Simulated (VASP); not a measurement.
Input of a VASP 6.6.1 run:

File INCAR:

```
ALGO = Normal
EDIFF = 1E-6
EDIFFG = -0.005
ENCUT = 600
GGA = PE
IBRION = 2
ISIF = 3
ISMEAR = -1
LASPH = T
LCHARG = F
LREAL = F
LWAVE = F
NELM = 80
NSW = 60
PREC = Accurate
SIGMA = 0.08
```

File KPOINTS:

```
k-points
0
Gamma
  13 13 13
```

Contents of POSCAR:

```
Bi
1.0
   -2.0000000000      2.0000000000      2.0000000000
    2.0000000000     -2.0000000000      2.0000000000
    2.0000000000      2.0000000000     -2.0000000000
Bi
1
Direct
    0.0000000000      0.0000000000      0.0000000000
```

Potentials or basis: VASP PAW PBE potentials, release 64 (Bi_d).

The run is started by

```sh
$ cat potpaw_PBE.64/Bi_d/POTCAR > POTCAR
$ mpirun -np 1 vasp_std > vasp.out
```

**Question.** What does it give for the relaxed cell?

**Answer.** a = 3.452 Å, b = 3.452 Å, c = 3.452 Å, α = 109.47°, β = 109.47°, γ = 109.47°.

**Question.** Predict the relaxed volume.

**Answer.** 31.67 Å³/atom.

**Question.** Estimate the space group after relaxing (to 0.05 Å).

**Answer.** Im-3m (No. 229).

Final structure:
```xyz
1
Lattice="-1.9932 1.9932 1.9932 1.9932 -1.9932 1.9932 1.9932 1.9932 -1.9932" Properties=species:S:1:pos:R:3 pbc="T T T"
Bi    0.0000    0.0000    0.0000
```
